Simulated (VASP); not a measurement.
# Pb (Fm-3m) in VASP: single point with LDA

Aim: the single point of Pb with LDA.

Program: VASP 6.6.1. These are calculated values, not measurements. Logs are shortened: lines on timing, memory, paths and dates and some standing lists are left out, and cuts for length are marked.

### 1 The cell of the first run

The structure is cubic, space group Fm-3m (No. 225). Conventional cell: a = 4.950 Å, b = 4.950 Å, c = 4.950 Å, α = 90.00°, β = 90.00°, γ = 90.00°. Pb (site symmetry m-3m) has 12 Pb at 3.50 Å within 4.6 Å.

### 2 Single point, LDA

INCAR

```
  PREC = Accurate
  ENCUT = 500
  EDIFF = 1E-6
  ISMEAR = -1
  SIGMA = 0.1
  LREAL = F
  LASPH = T
  NELM = 120
  ALGO = Normal
  ISIF = 2
  LWAVE = F
  LCHARG = F
  NBANDS = 13
  GGA_COMPAT = F
```

KPOINTS

```
Automatic mesh
0
Gamma
  11 11 11
```

POSCAR

```
Pb
1.0
    0.0000000000      2.4750200000      2.4750200000
    2.4750200000      0.0000000000      2.4750200000
    2.4750200000      2.4750200000      0.0000000000
Pb
1
Direct
    0.0000000000      0.0000000000      0.0000000000
```

Potentials or basis: VASP PAW LDA potentials, release 64 (Pb_d).

The run is started by

```console
$ cat potpaw_LDA.64/Pb_d/POTCAR > POTCAR
$ mpirun -np 1 vasp_std > vasp.out
```

OUTCAR:

```text
PREC = Accurate
   ENCUT = 500
   EDIFF = 1E-6
   ISMEAR = -1
   LREAL = F
   LASPH = T
   NELM = 120
   ISIF = 2

 ion  position               nearest neighbor table
   1  0.000  0.000  0.000-

  LATTYP: Found a face centered cubic cell.
 ALAT       =     4.9500400000

  Lattice vectors:

 A1 = (   0.0000000000,   2.4750200000,   2.4750200000)
 A2 = (   2.4750200000,   0.0000000000,   2.4750200000)
 A3 = (   2.4750200000,   2.4750200000,   0.0000000000)

Analysis of symmetry for initial positions (statically):
=====================================================================
 Subroutine PRICEL returns:
 Original cell was already a primitive cell.

 Routine SETGRP: Setting up the symmetry group for a
 face centered cubic supercell.

 Subroutine GETGRP returns: Found 48 space group operations
 (whereof 48 operations were pure point group operations)
 out of a pool of 48 trial point group operations.

The static configuration has the point symmetry O_h .

Analysis of symmetry for dynamics (positions and initial velocities):
=====================================================================
 Subroutine PRICEL returns:
 Original cell was already a primitive cell.

 Routine SETGRP: Setting up the symmetry group for a
 face centered cubic supercell.

 Subroutine GETGRP returns: Found 48 space group operations
 (whereof 48 operations were pure point group operations)
 out of a pool of 48 trial point group operations.

The dynamic configuration has the point symmetry O_h .

 Subroutine INISYM returns: Found 48 space group operations
 (whereof 48 operations are pure point group operations),
 and found     1 'primitive' translations

----------------------------------------------------------------------------------------

                                     Primitive cell

  volume of cell :      30.3226

  direct lattice vectors                    reciprocal lattice vectors
     0.000000000  2.475020000  2.475020000    -0.202018570  0.202018570  0.202018570
     2.475020000  0.000000000  2.475020000     0.202018570 -0.202018570  0.202018570
     2.475020000  2.475020000  0.000000000     0.202018570  0.202018570 -0.202018570

  length of vectors
     3.500206851  3.500206851  3.500206851     0.349906427  0.349906427  0.349906427

  position of ions in fractional coordinates (direct lattice)
     0.000000000  0.000000000  0.000000000

  ion indices of the primitive-cell ions
   primitive index   ion index
                 1           1
[... 79 lines left out ...]
   ISYM   =      2    0-nonsym 1-usesym 2-fastsym
   POTIM  = 0.5000    time-step for ionic-motion
   TEBEG  =    0.0;   TEEND  =   0.0 temperature during run
   PSTRESS=    0.0 pullay stress
   NELECT =      14.0000    total number of electrons
   NUPDOWN=      -1.0000    fix difference up-down
   EMIN   =  10.00;   EMAX   =-10.00  energy-range for DOS
   EFERMI =   0.00;   METHOD = LEGACY
   ISMEAR =    -1;   SIGMA  =   0.10  broadening in eV -4-tet -1-fermi 0-gaus
   EFERMI_NEDOS =   21; number of points for ismear=-14 and -15
   IALGO  =     38    algorithm
   IMIX   =      4    mixing-type and parameters
     AMIX     =   0.40;   BMIX     =  1.00
     AMIX_MAG =   1.60;   BMIX_MAG =  1.00
  volume/ion in A,a.u.               =      30.32       204.63
  Fermi-wavevector in a.u.,A,eV,Ry     =   1.265306  2.391081 21.782907  1.600999
  Thomas-Fermi vector in A             =   2.398566
   LORBIT       =      0    0 simple, 1 ext, 2 COOP (PROOUT), +10 PAW based schemes
   GGA     = CA    functional components
   LHFCALC =     F    Hartree Fock is set to
   AEXX    =    0.0000 exact exchange contribution
   IVDW    =     0    specifies the selected vdW correction
   LEPSILON=     F    determine dielectric tensor
   LRPA    =     F    only Hartree local field effects (RPA)
 non-spin polarized calculation
  energy-cutoff  :      500.00
  volume of cell :       30.32
 maximum number of plane-waves:       785
 NGX is ok and might be reduce to    28
   NGX = 13   NGY = 13   NGZ = 13

 number of electron      13.9999999 magnetization

 Free energy of the ion-electron system (eV)
  ---------------------------------------------------
  ext. energy  EPLUGINS =         0.00000000
  ---------------------------------------------------
  free energy    TOTEN  =        -4.25641407 eV

  energy without entropy =       -4.24229665  energy(sigma->0) =       -4.24935536

 E-fermi :   7.0503     XC(G=0): -10.4553

 val. band max:        6.8651922683   @ k =  -0.4545   0.3636   0.0000
 cond. band min:       7.0530361663   @ k =   0.3636   0.2727   0.0000
 fundamental gap:      0.1878438980
 Fermi energy:         7.0503320401

 k-point     1 :       0.0000    0.0000    0.0000
  band No.  band energies     occupation
      1     -10.0034      2.00000
      2     -10.0034      2.00000
      3     -10.0034      2.00000
      4      -9.8610      2.00000
      5      -9.8610      2.00000
      6      -4.7587      2.00000
      7      14.3540      0.00000
      8      14.3540      0.00000
      9      14.3540      0.00000
     10      16.8360      0.00000
     11      18.4746      0.00000
     12      19.5197      0.00000
     13      19.5197      0.00000
[... 354 lines left out ...]
  band No.  band energies     occupation
      1      -9.9971      2.00000
      2      -9.9693      2.00000
      3      -9.9066      2.00000
      4      -9.8906      2.00000
      5      -9.7901      2.00000
      6      -3.0823      2.00000
      7       7.8035      0.00107
      8       9.4980      0.00000
      9      13.7538      0.00000
     10      16.7639      0.00000
     11      18.1664      0.00000
     12      19.3859      0.00000
     13      20.0330      0.00000

 [... further k-points ...]

------------------------ aborting loop because EDIFF is reached ----------------------------------------

  FORCE on cell =-STRESS in cart. coord.  units (eV):
  Direction    XX          YY          ZZ          XY          YZ          ZX
  --------------------------------------------------------------------------------------
  -------------------------------------------------------------------------------------
  Total       -0.3984200     -0.3984200     -0.3984200      0.0000000     -0.0000000      0.0000000
  in kB      -21.0516238    -21.0516238    -21.0516238      0.0000000     -0.0000000      0.0000000
  external PRESSURE =     -21.0516238 kB  Pullay stress =       0.0000000 kB

 VOLUME and BASIS-vectors are now :
 -----------------------------------------------------------------------------
  energy-cutoff  :      500.00
  volume of cell :       30.32
      direct lattice vectors                 reciprocal lattice vectors
     0.000000000  2.475020000  2.475020000    -0.202018570  0.202018570  0.202018570
     2.475020000  0.000000000  2.475020000     0.202018570 -0.202018570  0.202018570
     2.475020000  2.475020000  0.000000000     0.202018570  0.202018570 -0.202018570

 POSITION                                       TOTAL-FORCE (eV/Angst)
 -----------------------------------------------------------------------------------
      0.00000      0.00000      0.00000         0.000000     -0.000000      0.000000
 -----------------------------------------------------------------------------------
    total drift:                               -0.000000     -0.000000     -0.000000

  FREE ENERGIE OF THE ION-ELECTRON SYSTEM (eV)
  ---------------------------------------------------
  free  energy   TOTEN  =        -4.2564140667 eV

  energy  without entropy=       -4.2422966474  energy(sigma->0) =       -4.24935536
```

OSZICAR:

```text
N       E                     dE             d eps       ncg     rms          rms(c)
DAV:   1     0.105660095060E+03    0.10566E+03   -0.69917E+03  1481   0.121E+03
DAV:   2     0.907449597307E+00   -0.10475E+03   -0.10160E+03  1536   0.304E+02
DAV:   3    -0.414831724656E+01   -0.50558E+01   -0.50412E+01  1844   0.728E+01
DAV:   4    -0.426667209263E+01   -0.11835E+00   -0.11832E+00  1806   0.118E+01
DAV:   5    -0.427178996866E+01   -0.51179E-02   -0.51178E-02  2078   0.231E+00    0.549E-01
DAV:   6    -0.425980846801E+01    0.11982E-01   -0.15020E-02  1866   0.216E+00    0.264E-01
DAV:   7    -0.425665754642E+01    0.31509E-02   -0.60099E-03  1886   0.125E+00    0.848E-02
DAV:   8    -0.425641491844E+01    0.24263E-03   -0.35368E-04  2133   0.325E-01    0.919E-03
DAV:   9    -0.425641391220E+01    0.10062E-05   -0.83422E-06  1979   0.508E-02    0.381E-03
DAV:  10    -0.425641406672E+01   -0.15452E-06   -0.34300E-07  1188   0.834E-03
   1 F= -.42564141E+01 E0= -.42493554E+01  d E =-.141174E-01
```

It took 34 s on 1 thread of AMD EPYC 7R13, shared host; peak memory 0.12 GiB.

What came out:

```yaml
Free_energy: -4.2564 eV
Pressure: -2.1 GPa
Band_gap_on_the_k_mesh: zero (band 7 reaches 14.35 eV, above the bottom of band 8 at 5.56 eV)
```

Caveat: spin-orbit coupling is left out, which moves the levels of the heavy elements.
